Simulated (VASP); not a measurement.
Here is a VASP 6.6.1 calculation.

File INCAR:

```
AGGAC = 1.0 ; AGGAX = 1.0
ALDAC = 0.0 ; ALDAX = 1.0
ALGO = Normal ; EDIFF = 1E-6
ENCUT = 600 ; GGA = B5
GGA_COMPAT = F ; ISIF = 2
ISMEAR = 0 ; IVDW = 12
LASPH = T ; LCHARG = T
LELF = T ; LREAL = F
LVHAR = T ; LWAVE = F
NBANDS = 11 ; NELM = 120
PREC = Accurate ; SIGMA = 0.05
VDW_A1 = 0.4298 ; VDW_A2 = 4.2359
VDW_S6 = 1.0 ; VDW_S8 = 2.6996
```

File KPOINTS:

```
k-points
0
Gamma
  8 8 8
```

Contents of POSCAR:

```
MgS
1.0
    0.0000000000      2.6016508254      2.6016508254
    2.6016508254      0.0000000000      2.6016508254
    2.6016508254      2.6016508254      0.0000000000
Mg S
1 1
Direct
    0.0000000000      0.0000000000      0.0000000000
    0.5000000000      0.5000000000      0.5000000000
```

Potentials or basis: VASP PAW PBE potentials, release 64 (Mg, S).

Run with:

```sh
$ cat potpaw_PBE.64/Mg/POTCAR potpaw_PBE.64/S/POTCAR > POTCAR
$ mpirun -np 1 vasp_std > vasp.out
```

Problem. Predict the dispersion energy per atom.

Solution. -0.784 eV.

Problem. Estimate the band gap on the k mesh.

Solution. 2.83 eV (least direct gap 3.89 eV).

Problem. Estimate the pressure.

Solution. -3.8 GPa.

Caveat: the cell stands under tension; the PAW data sets were made with another functional, which shifts forces and pressure a little. A k mesh can miss the band edges.
